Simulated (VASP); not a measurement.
**AlN: single point with PBE**

AlN:

```
Al N
1.0
     0.00000    2.09555    2.00400
     2.09555    0.00000    2.00400
     2.09555    2.09555    0.00000
Al N
1 1
Direct
  0.50000 0.50000 0.50000
  0.00000 0.00000 0.00000
```

This cell differs from its parent crystal: strain +0.030 along x and y, -0.015 along z.

```
Program                : VASP 6.6.1
Task                   : single point
Functional             : PBE
Potentials or basis    : VASP PAW PBE potentials, release 64 (Al, N)
Cutoff                 : 520 eV
k mesh                 : 10 × 10 × 10
Occupations            : gaussian, width 0.05 eV
Spin                   : no spin polarisation
Dipole correction      : no
Further INCAR settings : ALGO = Normal; EDIFF = 1e-07; NBANDS = 11
```

The pressure is -9.3 GPa and the band gap on the k mesh is 3.69 eV, indirect (least direct gap 4.66 eV).

Stress tensor (GPa, compression positive):
```
-12.37   0.00   0.00
  0.00 -12.37   0.00
  0.00   0.00  -3.14
```

Levels at points of the mesh, in eV from the valence-band top:
| k point | band 1 | band 2 | band 3 | band 4 | band 5 | band 6 | band 7 | band 8 |
| --- | --- | --- | --- | --- | --- | --- | --- | --- |
| (0.00, 0.00, 0.00) | -17.11 | -0.35 | 0.00 | 0.00 | 4.66 | 11.69 | 11.69 | 12.25 |
| (0.50, 0.00, 0.00) | -14.10 | -8.02 | -1.16 | -1.02 | 5.58 | 9.93 | 10.98 | 12.22 |
| (0.50, 0.50, 0.00) | -12.98 | -6.95 | -2.95 | -2.95 | 3.69 | 5.02 | 13.56 | 15.87 |
| (0.50, 0.00, 0.50) | -13.32 | -7.14 | -2.92 | -2.36 | 4.06 | 5.45 | 12.98 | 15.63 |

It took 7 s on 1 thread of Intel(R) Xeon(R) 6975P-C (Granite Rapids) (shared host), peak memory 0.14 GiB.

Caveat: the cell differs from its parent crystal (strain +0.030 along x and y, -0.015 along z). A k mesh can miss the band edges.
